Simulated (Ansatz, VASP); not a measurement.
# MgSe in VASP and in Ansatz

INCAR

```
AGGAC = 1.0
AGGAX = 1.0
ALDAC = 0.0
ALDAX = 1.0
ALGO = Normal
EDIFF = 1E-6
ENCUT = 600
GGA = B5
GGA_COMPAT = F
ISIF = 2
ISMEAR = 0
IVDW = 12
LASPH = T
LCHARG = F
LREAL = F
LWAVE = F
NBANDS = 11
NELM = 120
PREC = Accurate
SIGMA = 0.05
VDW_A1 = 0.4298
VDW_A2 = 4.2359
VDW_S6 = 1.0
VDW_S8 = 2.6996
```

Contents of KPOINTS:

```
k-points
0
Gamma
  8 8 8
```

File POSCAR:

```
MgSe
1.0
    0.0000000000      2.6564775751      2.6564775751
    2.6564775751      0.0000000000      2.6564775751
    2.6564775751      2.6564775751      0.0000000000
Mg Se
1 1
Direct
    0.0000000000      0.0000000000      0.0000000000
    0.5000000000      0.5000000000      0.5000000000
```

Input for Ansatz:

```yaml
crystal:
  lattice:
    - [0.0, 2.6564775751, 2.6564775751]
    - [2.6564775751, 0.0, 2.6564775751]
    - [2.6564775751, 2.6564775751, 0.0]
  atoms:
    - { symbol: Mg, position: [0.0, 0.0, 0.0] }
    - { symbol: Se, position: [0.5, 0.5, 0.5] }
basis:
  ecutwfc: 420
  ecutrho_ratio: 4
kpoints:
  mp_grid: { grid: [8, 8, 8] }
hamiltonian:
  xc: blyp
  dispersion: d3bj
scf:
  occupations: { method: gaussian, width: 0.05 }
output:
  forces: true
  stress: true
  eigenvalues: true
```

Alike in both runs: task single point; functional BLYP; dispersion D3(BJ); k mesh 8 × 8 × 8; occupations gaussian, width 0.05 eV; no spin polarisation.

|  | VASP | Ansatz |
| --- | --- | --- |
| version | VASP 6.6.1 | Ansatz 0.2.0 |
| potentials or method | VASP PAW PBE potentials, release 64 (Mg, Se), cutoff 600 eV | scalar-relativistic, plane waves, PAW |
| valence electrons in the cell | 8 | 26 |

|  | VASP | Ansatz | Ansatz less VASP |
| --- | --- | --- | --- |
| gap on the k mesh at the Fermi level (eV) | 2.01 | 2.03 | +0.019 |
| least direct gap on the mesh (eV) | 3.33 | 3.31 | -0.027 |
| pressure (GPa) | 3.2 | 3.1 | -0.10 |

VASP's potentials were made for PBE, not for BLYP. VASP's potentials hold 8 valence electrons a cell and Ansatz's 26, so a difference there can come from the potentials and not from the codes.
